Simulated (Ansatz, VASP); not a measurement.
**Hf: VASP beside Ansatz**

File INCAR:

```
SYSTEM = Hf
PREC     = Accurate       ! precision mode
ENCUT    = 520            ! plane-wave cutoff, eV
EDIFF    = 1E-6           ! SCF threshold, eV
ISMEAR   = -1             ! smearing method
SIGMA    = 0.05           ! smearing width, eV
LREAL    = .False.        ! projectors in reciprocal space
LASPH    = .True.         ! aspherical terms in the spheres
NELM     = 100            ! most SCF steps
ALGO     = Normal         ! electronic algorithm
ISIF     = 2              ! what is computed and relaxed
LWAVE    = .False.        ! write WAVECAR
LCHARG   = .False.        ! write CHGCAR
GGA      = PE             ! functional
NBANDS   = 17             ! bands
```

Contents of KPOINTS:

```
Automatic mesh
0
Gamma
  13 13 7
  0 0 0
```

File POSCAR:

```
Hf
1.0
    3.1966985242     -0.0479504779      0.0000000000
   -1.6398755940      2.7923973691      0.0000000000
    0.0000000000      0.0000000000      5.0578000000
Hf
2
Direct
    0.3333333333      0.6666666667      0.2500000000
    0.6666666667      0.3333333333      0.7500000000
```

Input for Ansatz:

```yaml
crystal:
  lattice:
    - [3.1966985242, -0.0479504779, 0.0]
    - [-1.639875594, 2.7923973691, 0.0]
    - [0.0, 0.0, 5.0578]
  atoms:
    - { symbol: Hf, position: [0.3333333333, 0.6666666667, 0.25] }
    - { symbol: Hf, position: [0.6666666667, 0.3333333333, 0.75] }
kpoints:
  mp_grid: { grid: [13, 13, 7] }
scf:
  occupations: { method: fermi_dirac, width: 0.05 }
hamiltonian:
  xc: pbe
  pseudopotentials: { kind: all_electron, lapw: { basis_error: 0.0005 } }
output:
  forces: true
  stress: true
  eigenvalues: true
```

Change from the starting cell: xy shear strain of -3 %.

Alike in both runs: task single point; functional PBE; k mesh 13 × 13 × 7; occupations fermi-dirac, width 0.05 eV; no spin polarisation.

|  | VASP | Ansatz |
| --- | --- | --- |
| version | VASP 6.6.1 | Ansatz 0.2.0 |
| potentials or method | VASP PAW PBE potentials, release 64 (Hf_pv), cutoff 520 eV | all-electron LAPW, scalar-relativistic |

|  | VASP | Ansatz | Ansatz less VASP |
| --- | --- | --- | --- |
| pressure (GPa) | 0.4 | 0.8 | +0.46 |
| traceless stress, the component that is largest in VASP (GPa) | 2.06 | 2.06 | +0.006 |
| rms of the force components (eV/Å) | 0.048 | 0.048 | +0.0008 |

Atom by atom the forces differ by 0.001 eV/Å (rms over components). Ansatz ran all-electron here, and VASP with PAW potentials.

Spin-orbit coupling is off throughout.
